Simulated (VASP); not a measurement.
**Pt: relaxation of cell and atoms with PBEsol+D3(BJ)**

Pt:

```
CELL_PARAMETERS angstrom
-1.58422 1.58422 1.58422
1.58422 -1.58422 1.58422
1.58422 1.58422 -1.58422
ATOMIC_POSITIONS crystal
Pt 0.00000 0.00000 0.00000
```

This isn't the form of Pt at room conditions, which is fcc.

| Item | Value |
| --- | --- |
| Program | VASP 6.6.1 |
| Task | relaxation of cell and atoms |
| Functional | PBEsol |
| Dispersion | D3(BJ) |
| Potentials or basis | VASP PAW PBE potentials, release 64 (Pt) |
| Cutoff | 600 eV |
| k mesh | 19 × 19 × 19 |
| Occupations | fermi-dirac, width 0.05 eV |
| Spin | no spin polarisation |
| Dipole correction | no |
| Further INCAR settings | ALGO = Normal; EDIFF = 1e-06; IBRION = 2; EDIFFG = -0.01; NSW = 80; ISIF = 3 |

| Item | Value |
| --- | --- |
| Relaxed volume | 14.78 Å³/atom |
| Relaxed cell | a = 2.678 Å, b = 2.678 Å, c = 2.678 Å, α = 109.47°, β = 109.47°, γ = 109.47° |
| Space group after relaxing (to 0.1 Å) | Im-3m (No. 229) |
| Pressure after relaxing | 0.0 GPa |
| Band gap on the k mesh | zero (bands 5 and 6 overlap by 2.32 eV) |
| Dispersion energy per atom | -0.765 eV |

Final structure:
```xyz
1
Lattice="-1.5460 1.5460 1.5460 1.5460 -1.5460 1.5460 1.5460 1.5460 -1.5460" Properties=species:S:1:pos:R:3 pbc="T T T"
Pt    0.0000    0.0000    0.0000
```

Levels at points of the mesh, in eV from the Fermi level:
```
           k point  band 2  band 3  band 4  band 5  band 6  band 7  band 8  band 9
(0.00, 0.00, 0.00)   -3.85   -3.85   -3.85   -1.08   -1.08   17.06   17.06   17.06
```

Wall time 33 s on 1 thread of Intel(R) Xeon(R) 6975P-C (Granite Rapids), with other jobs on the host, peak memory 0.19 GiB.

Caveat: the PAW data sets were made with another functional, which shifts forces and pressure a little; spin-orbit coupling is left out, which moves the levels of the heavy elements.
